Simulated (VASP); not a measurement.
Input of a VASP 6.6.1 run:

File INCAR:

```
SYSTEM = SiC
  PREC = Accurate
  ENCUT = 600
  EDIFF = 1E-6
  ISMEAR = -1
  SIGMA = 0.08
  LREAL = .False.
  LASPH = .True.
  NELM = 60
  ALGO = Normal
  ISIF = 3
  LWAVE = .False.
  LCHARG = .False.
  GGA = PE
  IBRION = 2
  NSW = 60
  EDIFFG = -0.005
  PSTRESS = -1.7999999999999998
```

Contents of KPOINTS:

```
regular mesh
0
Gamma
  14 14 14
  0 0 0
```

File POSCAR:

```
SiC
1.0
    2.4953195698      0.0000000000      0.0000000000
    0.0000000000      2.4953195698      0.0000000000
    0.0000000000      0.0000000000      2.4953195698
Si C
1 1
Direct
    0.0000000000      0.0000000000      0.0000000000
    0.5000000000      0.5000000000      0.5000000000
```

Potentials or basis: VASP PAW PBE potentials, release 64 (Si, C).

Command:

```sh
$ cat potpaw_PBE.64/Si/POTCAR potpaw_PBE.64/C/POTCAR > POTCAR
$ mpirun -np 1 vasp_std > vasp.out
```

(1) What does it give for the space group after relaxing (to 0.1 Å)?

(2) What does it give for the relaxed cell?

(3) Predict the band gap on the k mesh.

(4) Predict the relaxed volume.

## Answers

(1) Pm-3m (No. 221).

(2) a = 2.642 Å, b = 2.642 Å, c = 2.642 Å, α = 90.00°, β = 90.00°, γ = 90.00°.

(3) zero (bands 4 and 5 overlap by 3.97 eV).

(4) 9.23 Å³/atom.

Caveat: the cell is relaxed towards a set pressure, so the run minimises the enthalpy, not the energy; the volume moved by over 15 % at a fixed basis, so the end points are rough.
